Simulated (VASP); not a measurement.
# MgO (P6_3mc) in VASP: further runs

Runs on MgO. Level: PBE. Tasks: single point.

Program: VASP 6.6.1. These are calculated values, not measurements. Logs are shortened: lines on timing, memory, paths and dates and some standing lists are left out, and cuts for length are marked.

## 1. The cell of the first run

The structure is hexagonal, space group P6_3mc (No. 186). The conventional cell has a = 3.390 Å, b = 3.390 Å, c = 9.673 Å, α = 90.00°, β = 90.00°, γ = 120.00°. Mg (site symmetry 3m) has 4 O at 1.83 to 2.04 Å within 2.4 Å. Mg (site symmetry 3m) has 4 O at 1.85 to 2.04 Å within 2.5 Å. Within 2.4 Å of O (site symmetry 3m) lie 4 Mg at 1.83 to 2.04 Å. Within 2.5 Å of O (site symmetry 3m) lie 4 Mg at 1.85 to 2.04 Å.

## 2. Single point, PBE

File INCAR:

```
SYSTEM = MgO
ALGO = Normal ; EDIFF = 1E-6
ENCUT = 520 ; GGA = PE
ISIF = 2 ; ISMEAR = 0
LASPH = .TRUE. ; LCHARG = .TRUE.
LELF = .TRUE. ; LREAL = .FALSE.
LVHAR = .TRUE. ; LWAVE = .FALSE.
NBANDS = 26 ; NELM = 100
PREC = Accurate ; SIGMA = 0.05
```

File KPOINTS:

```
k-points
0
G
  9 9 2
  0 0 0
```

File POSCAR:

```
MgO
1.0
    3.3899000000      0.0000000000      0.0000000000
   -1.6949500000      2.9357395163      0.0000000000
    0.0000000000      0.0000000000      9.6728000000
Mg O
4 4
Direct
    0.3333333333      0.6666666667      0.9694906392
    0.0000000000      0.0000000000      0.2208211786
    0.0000000000      0.0000000000      0.7208211786
    0.6666666667      0.3333333333      0.4694906392
    0.3333333333      0.6666666667      0.7800420079
    0.0000000000      0.0000000000      0.5296443544
    0.0000000000      0.0000000000      0.0296443544
    0.6666666667      0.3333333333      0.2800420079
```

Potentials or basis: VASP PAW PBE potentials, release 64 (Mg, O).

Started as:

```console
$ cat potpaw_PBE.64/Mg/POTCAR potpaw_PBE.64/O/POTCAR > POTCAR
$ mpirun -np 1 vasp_std > vasp.out
```

OUTCAR:

```text
SYSTEM = MgO
   EDIFF = 1E-6
   ENCUT = 520
   GGA = PE
   ISIF = 2
   ISMEAR = 0
   LASPH = .TRUE.
   LREAL = .FALSE.
   NELM = 100
   PREC = Accurate

 ion  position               nearest neighbor table
   1  0.333  0.667  0.969-   5 1.83   7 2.04   7 2.04   7 2.04   3 3.10   3 3.10   3 3.10   2 3.12
                             2 3.12   2 3.12
   2  0.000  0.000  0.221-   7 1.85   8 2.04   8 2.04   8 2.04   4 3.10   4 3.10   4 3.10   1 3.12
                             1 3.12   1 3.12
   3  0.000  0.000  0.721-   6 1.85   5 2.04   5 2.04   5 2.04   1 3.10   1 3.10   1 3.10   4 3.12
                             4 3.12   4 3.12
   4  0.667  0.333  0.469-   8 1.83   6 2.04   6 2.04   6 2.04   2 3.10   2 3.10   2 3.10   3 3.12
                             3 3.12   3 3.12
   5  0.333  0.667  0.780-   1 1.83   3 2.04   3 2.04   3 2.04
   6  0.000  0.000  0.530-   3 1.85   4 2.04   4 2.04   4 2.04
   7  0.000  0.000  0.030-   2 1.85   1 2.04   1 2.04   1 2.04
   8  0.667  0.333  0.280-   4 1.83   2 2.04   2 2.04   2 2.04

  LATTYP: Found a hexagonal cell.
 ALAT       =     3.3899000000
 C/A-ratio  =     2.8534175049

  Lattice vectors:

 A1 = (   3.3899000000,   0.0000000000,   0.0000000000)
 A2 = (  -1.6949500000,   2.9357395163,   0.0000000000)
 A3 = (   0.0000000000,   0.0000000000,   9.6728000000)

Analysis of symmetry for initial positions (statically):
=====================================================================
 Subroutine PRICEL returns:
 Original cell was already a primitive cell.

 Routine SETGRP: Setting up the symmetry group for a
 hexagonal supercell.

 Subroutine GETGRP returns: Found 12 space group operations
 (whereof  6 operations were pure point group operations)
 out of a pool of 24 trial point group operations.

The static configuration has the point symmetry C_3v.
 The point group associated with its full space group is C_6v.

Analysis of symmetry for dynamics (positions and initial velocities):
=====================================================================
 Subroutine PRICEL returns:
 Original cell was already a primitive cell.

 Routine SETGRP: Setting up the symmetry group for a
 hexagonal supercell.

 Subroutine GETGRP returns: Found 12 space group operations
 (whereof  6 operations were pure point group operations)
 out of a pool of 24 trial point group operations.

The dynamic configuration has the point symmetry C_3v.
 The point group associated with its full space group is C_6v.

 Subroutine INISYM returns: Found 12 space group operations
 (whereof  6 operations are pure point group operations),
 and found     1 'primitive' translations

----------------------------------------------------------------------------------------

                                     Primitive cell

  volume of cell :      96.2624

  direct lattice vectors                    reciprocal lattice vectors
     3.389900000  0.000000000  0.000000000     0.294993953  0.170314838  0.000000000
    -1.694950000  2.935739516  0.000000000     0.000000000  0.340629676  0.000000000
     0.000000000  0.000000000  9.672800000     0.000000000  0.000000000  0.103382681

  length of vectors
     3.389900000  3.389900000  9.672800000     0.340629676  0.340629676  0.103382681

  position of ions in fractional coordinates (direct lattice)
     0.333333333  0.666666667  0.969490639
     0.000000000  0.000000000  0.220821179
     0.000000000  0.000000000  0.720821179
     0.666666667  0.333333333  0.469490639
     0.333333333  0.666666667  0.780042008
     0.000000000  0.000000000  0.529644354
     0.000000000  0.000000000  0.029644354
     0.666666667  0.333333333  0.280042008

  ion indices of the primitive-cell ions
   primitive index   ion index
                 1           1
                 2           2
                 3           3
                 4           4
                 5           5
                 6           6
                 7           7
                 8           8

----------------------------------------------------------------------------------------

 KPOINTS: k-points

Automatic generation of k-mesh.
 Grid dimensions read from file:
 generate k-points for:    9    9    2

 Generating k-lattice:

  Cartesian coordinates                     Fractional coordinates (reciprocal lattice)
     0.032777106  0.018923871  0.000000000     0.111111111 -0.000000000  0.000000000
     0.000000000  0.037847742  0.000000000     0.000000000  0.111111111  0.000000000
     0.000000000  0.000000000  0.051691341     0.000000000  0.000000000  0.500000000

  Length of vectors
     0.037847742  0.037847742  0.051691341

  Shift w.r.t. Gamma in fractional coordinates (k-lattice)
     0.000000000  0.000000000  0.000000000

 Subroutine IBZKPT returns following result:
 ===========================================

 Found     24 irreducible k-points:

 Following reciprocal coordinates:
            Coordinates               Weight
  0.000000  0.000000  0.000000      1.000000
  0.111111  0.000000  0.000000      6.000000
  0.222222 -0.000000  0.000000      6.000000
  0.333333 -0.000000  0.000000      6.000000
  0.444444 -0.000000  0.000000      6.000000
  0.111111  0.111111  0.000000      6.000000
[... 16 lines left out ...]
  0.333333  0.222222  0.500000     12.000000
  0.333333  0.333333  0.500000      2.000000
   k-points           NKPTS =     24   k-points in BZ     NKDIM =     24   number of bands    NBANDS=     26
   number of dos      NEDOS =    301   number of ions     NIONS =      8
   total plane-waves  NPLWV =  56448
   dimension x,y,z NGX =    28 NGY =   28 NGZ =   72
   dimension x,y,z NGXF=    56 NGYF=   56 NGZF=  144
   ions per type =               4   4
   NGX,Y,Z   is equivalent  to a cutoff of  13.73, 13.73, 12.37 a.u.
   NGXF,Y,Z  is equivalent  to a cutoff of  27.46, 27.46, 24.75 a.u.
 SYSTEM =  MgO
   PREC   = accura    normal or accurate (medium, high low for compatibility)
   ISTART =      0    job   : 0-new  1-cont  2-samecut
   ICHARG =      2    charge: 1-file 2-atom 10-const
   ISPIN  =      1    spin polarized calculation?
   LNONCOLLINEAR =      F non collinear calculations
   LSORBIT =      F    spin-orbit coupling
   LASPH  =      T    aspherical Exc in radial PAW
   ENCUT  =  520.0 eV  38.22 Ry    6.18 a.u.   6.30  6.30 17.98*2*pi/ulx,y,z
   NELM   =    100;   NELMIN=  2; NELMDL= -5     # of ELM steps
   EDIFF  = 0.1E-05   stopping-criterion for ELM
   LREAL  =      F    real-space projection
   EDIFFG = 0.1E-04   stopping-criterion for IOM
   NSW    =      0    number of steps for IOM
   IBRION =     -1    ionic relax: 0-MD 1-quasi-New 2-CG
   NFREE  =      0    steps in history (QN), initial steepest desc. (CG)
   ISIF   =      2    stress and relaxation
   ISYM   =      2    0-nonsym 1-usesym 2-fastsym
   POTIM  = 0.5000    time-step for ionic-motion
   TEBEG  =    0.0;   TEEND  =   0.0 temperature during run
   PSTRESS=    0.0 pullay stress
   NELECT =      32.0000    total number of electrons
   NUPDOWN=      -1.0000    fix difference up-down
   EMIN   =  10.00;   EMAX   =-10.00  energy-range for DOS
   EFERMI =   0.00;   METHOD = LEGACY
   ISMEAR =     0;   SIGMA  =   0.05  broadening in eV -4-tet -1-fermi 0-gaus
   EFERMI_NEDOS =   21; number of points for ismear=-14 and -15
   IALGO  =     38    algorithm
   IMIX   =      4    mixing-type and parameters
     AMIX     =   0.40;   BMIX     =  1.00
     AMIX_MAG =   1.60;   BMIX_MAG =  1.00
  volume/ion in A,a.u.               =      12.03        81.20
  Fermi-wavevector in a.u.,A,eV,Ry     =   1.134068  2.143079 17.498607  1.286111
  Thomas-Fermi vector in A             =   2.270772
   LORBIT       =      0    0 simple, 1 ext, 2 COOP (PROOUT), +10 PAW based schemes
   GGA     = PE    functional components
   LHFCALC =     F    Hartree Fock is set to
   AEXX    =    0.0000 exact exchange contribution
   IVDW    =     0    specifies the selected vdW correction
   LEPSILON=     F    determine dielectric tensor
   LRPA    =     F    only Hartree local field effects (RPA)
 non-spin polarized calculation
 Gauss-broadening in eV      SIGMA  =   0.05
  energy-cutoff  :      520.00
  volume of cell :       96.26
 maximum number of plane-waves:      2628
 NGX is ok and might be reduce to    28
   NGX = 13   NGY = 13   NGZ = 35

 number of electron      32.0000001 magnetization

 Free energy of the ion-electron system (eV)
  ---------------------------------------------------
  ext. energy  EPLUGINS =         0.00000000
  ---------------------------------------------------
  free energy    TOTEN  =       -46.24795456 eV

  energy without entropy =      -46.24795456  energy(sigma->0) =      -46.24795456

 E-fermi :   1.2557     XC(G=0):  -9.6560

 val. band max:        1.0097039483   @ k =   0.0000   0.0000   0.0000
 cond. band min:       4.2833353466   @ k =   0.0000   0.0000   0.0000
 fundamental gap:      3.2736313983
 Fermi energy:         1.2556630467

 k-point     1 :       0.0000    0.0000    0.0000
  band No.  band energies     occupation
      1     -15.1572      2.00000
      2     -14.7800      2.00000
      3     -14.7074      2.00000
      4     -14.2990      2.00000
      5      -2.0079      2.00000
      6      -0.9558      2.00000
[... 18 lines left out ...]
     25      14.9489      0.00000
     26      14.9489      0.00000

 k-point     2 :       0.1111    0.0000    0.0000
  band No.  band energies     occupation
      1     -15.1016      2.00000
      2     -14.7437      2.00000
      3     -14.6708      2.00000
      4     -14.2875      2.00000
      5      -1.8994      2.00000
      6      -1.0747      2.00000
[... 18 lines left out ...]
     25      14.6618      0.00000
[... 608 lines left out ...]
     25      13.7143      0.00000
     26      13.7144      0.00000

 k-point    24 :       0.3333    0.3333    0.5000
  band No.  band energies     occupation
      1     -14.4242      2.00000
      2     -14.4242      2.00000
      3     -14.3466      2.00000
      4     -14.3466      2.00000
      5      -1.6685      2.00000
      6      -1.6685      2.00000
[... 18 lines left out ...]
     25      13.6827      0.00000
     26      13.6863      0.00000

------------------------ aborting loop because EDIFF is reached ----------------------------------------

  FORCE on cell =-STRESS in cart. coord.  units (eV):
  Direction    XX          YY          ZZ          XY          YZ          ZX
  --------------------------------------------------------------------------------------
  -------------------------------------------------------------------------------------
  Total       -3.7139276     -3.7139276     14.1715105      0.0000000      0.0000000      0.0000000
  in kB      -61.8140794    -61.8140794    235.8685906      0.0000000      0.0000000      0.0000000
  external PRESSURE =      37.4134772 kB  Pullay stress =       0.0000000 kB

 VOLUME and BASIS-vectors are now :
 -----------------------------------------------------------------------------
  energy-cutoff  :      520.00
  volume of cell :       96.26
      direct lattice vectors                 reciprocal lattice vectors
     3.389900000  0.000000000  0.000000000     0.294993953  0.170314838  0.000000000
    -1.694950000  2.935739516  0.000000000     0.000000000  0.340629676  0.000000000
     0.000000000  0.000000000  9.672800000     0.000000000  0.000000000  0.103382681

 POSITION                                       TOTAL-FORCE (eV/Angst)
 -----------------------------------------------------------------------------------
     -0.00000      1.95716      9.37769        -0.000000     -0.000000      1.566285
      0.00000      0.00000      2.13596         0.000000     -0.000000      1.633598
      0.00000      0.00000      6.97236        -0.000000      0.000000      1.633598
      1.69495      0.97858      4.54129         0.000000      0.000000      1.566285
     -0.00000      1.95716      7.54519         0.000000     -0.000000     -1.641424
      0.00000      0.00000      5.12314        -0.000000      0.000000     -1.558459
      0.00000      0.00000      0.28674         0.000000     -0.000000     -1.558459
      1.69495      0.97858      2.70879        -0.000000      0.000000     -1.641424
 -----------------------------------------------------------------------------------
    total drift:                               -0.000000     -0.000001      0.004092

  FREE ENERGIE OF THE ION-ELECTRON SYSTEM (eV)
  ---------------------------------------------------
  free  energy   TOTEN  =       -46.2479545629 eV

  energy  without entropy=      -46.2479545629  energy(sigma->0) =      -46.24795456
```

Wall time 38 s (1 thread of AMD EPYC 9R45 (Zen 5), shared host); peak memory 0.21 GiB.

Results:

- Free energy: -46.2480 eV
- Pressure: 3.7 GPa
- Largest force: 1.641 eV/Å
- Band gap on the k mesh: 3.27 eV, direct

Forces in eV/Å, atoms in the order of the input:
```
Mg   0.000  0.000  1.566
Mg   0.000  0.000  1.634
Mg   0.000  0.000  1.634
Mg   0.000  0.000  1.566
O    0.000  0.000 -1.641
O    0.000  0.000 -1.558
O    0.000  0.000 -1.558
O    0.000  0.000 -1.641
```

Caveat: forces of over 1 eV/Å act on the atoms, so gaps and moduli don't describe the material at rest. As with any semilocal functional, this PBE gap is likely too small.

## 3. Single point, PBE

This run uses another cell than the first one, of 11.99 Å³/atom, 0.996 times its volume.

File INCAR:

```
PREC = Accurate ; ENCUT = 520
EDIFF = 1E-7 ; ISMEAR = 0
SIGMA = 0.05 ; LREAL = F
LASPH = T ; NELM = 100
ALGO = Normal ; ISIF = 2
LWAVE = F ; LCHARG = F
GGA = PE ; NBANDS = 26
```

File KPOINTS:

```
Automatic mesh
0
Gamma
  9 9 2
```

Edit POSCAR of step 2 so:

```diff
@@ -2,5 +2,5 @@
 1.0
-    3.3899000000      0.0000000000      0.0000000000
-   -1.6949500000      2.9357395163      0.0000000000
-    0.0000000000      0.0000000000      9.6728000000
+    3.3352000000      0.0000000000      0.0000000000
+   -1.6676000000      2.8883679267      0.0000000000
+    0.0000000000      0.0000000000      9.9532000000
 Mg O
```

Potentials or basis: VASP PAW PBE potentials, release 64 (Mg, O).

Started as:

```console
$ cat potpaw_PBE.64/Mg/POTCAR potpaw_PBE.64/O/POTCAR > POTCAR
$ mpirun -np 1 vasp_std > vasp.out
```

Wall time 40 s (1 thread of AMD EPYC 9R45 (Zen 5), shared host); peak memory 0.22 GiB.

The run converged. Its results:

- Free energy: -46.6634 eV
- Pressure: 2.8 GPa
- Largest force: 0.884 eV/Å
- Band gap on the k mesh: 3.40 eV, direct

Forces in eV/Å, atoms in the order of the input:
```
Mg   0.000  0.000  0.838
Mg   0.000  0.000  0.877
Mg   0.000  0.000  0.877
Mg   0.000  0.000  0.838
O    0.000  0.000 -0.884
O    0.000  0.000 -0.830
O    0.000  0.000 -0.830
O    0.000  0.000 -0.884
```

Stress tensor (GPa, compression positive):
```
-3.04  0.00  0.00
 0.00 -3.04  0.00
 0.00  0.00 14.58
```

Levels at points of the mesh, in eV from the valence-band top:
```csv
k point,band 12,band 13,band 14,band 15,band 16,band 17,band 18,band 19,band 20,band 21
"(0.00, 0.00, 0.00)",-0.44,-0.44,-0.30,-0.30,0.00,3.40,5.72,5.90,8.38,10.01
"(0.00, 0.00, 0.50)",-0.57,-0.35,-0.35,-0.35,-0.35,4.25,4.25,7.36,7.36,11.24
```
